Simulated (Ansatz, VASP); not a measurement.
**One calculation of WC, two programs**

Contents of INCAR:

```
SYSTEM = WC
ALGO     = Normal         ! electronic algorithm
EDIFF    = 1E-6           ! SCF threshold, eV
ENCUT    = 520            ! plane-wave cutoff, eV
GGA      = PE             ! functional
ISIF     = 2              ! what is computed and relaxed
ISMEAR   = 0              ! smearing method
LASPH    = .True.         ! aspherical terms in the spheres
LCHARG   = .False.        ! write CHGCAR
LREAL    = .False.        ! projectors in reciprocal space
LWAVE    = .False.        ! write WAVECAR
NBANDS   = 36             ! bands
NELM     = 80             ! most SCF steps
PREC     = Accurate       ! precision mode
SIGMA    = 0.15           ! smearing width, eV
```

The input KPOINTS:

```
k-points
0
Gamma
  23 23 7
  0 0 0
```

POSCAR

```
WC
1.0
   -1.4608858258     -2.5303284743      0.0000000000
    1.4608858258     -2.5303284743      0.0000000000
    0.0000000000      0.0000000000      8.3912276451
W C
3 3
Direct
    0.0000000000      0.0000000000      0.2544519882
    0.0000000000      0.0000000000      0.5937439252
    0.0000000000      0.0000000000      0.9330358622
    0.3333333333      0.3333333333      0.0848060197
    0.3333333333      0.3333333333      0.4240979567
    0.3333333333      0.3333333333      0.7633898937
```

Input for Ansatz:

```yaml
crystal:
  lattice:
    - [-1.4608858258, -2.5303284743, 0.0]
    - [1.4608858258, -2.5303284743, 0.0]
    - [0.0, 0.0, 8.3912276451]
  atoms:
    - { symbol: W, position: [0.0, 0.0, 0.2544519882] }
    - { symbol: W, position: [0.0, 0.0, 0.5937439252] }
    - { symbol: W, position: [0.0, 0.0, 0.9330358622] }
    - { symbol: C, position: [0.3333333333, 0.3333333333, 0.0848060197] }
    - { symbol: C, position: [0.3333333333, 0.3333333333, 0.4240979567] }
    - { symbol: C, position: [0.3333333333, 0.3333333333, 0.7633898937] }
basis:
  ecutwfc: 420
kpoints:
  mp_grid: { grid: [23, 23, 7] }
hamiltonian:
  xc: pbe
scf:
  occupations: { method: gaussian, width: 0.15 }
output:
  forces: true
  stress: true
  eigenvalues: true
```

Alike in both runs: task single point; functional PBE; k mesh 23 × 23 × 7; occupations gaussian, width 0.15 eV; no spin polarisation.

|  | VASP | Ansatz |
| --- | --- | --- |
| version | VASP 6.6.1 | Ansatz 0.2.0 |
| potentials or method | VASP PAW PBE potentials, release 64 (W_sv, C), cutoff 520 eV | scalar-relativistic, plane waves, PAW |
| valence electrons in the cell | 54 | 54 |

|  | VASP | Ansatz | Ansatz less VASP |
| --- | --- | --- | --- |
| gap on the k mesh at the Fermi level (eV) | none | none | - |
| pressure (GPa) | 10.4 | 9.2 | -1.18 |
| traceless stress, the component that is largest in VASP (GPa) | 10.25 | 10.01 | -0.248 |
| rms of the force components (eV/Å) | 0.983 | 0.977 | -0.0064 |

Atom by atom the forces differ by 0.006 eV/Å (rms over components). A gap of «none» marks a metal or a gap that the smearing closes.

Neither program's run includes spin-orbit coupling.
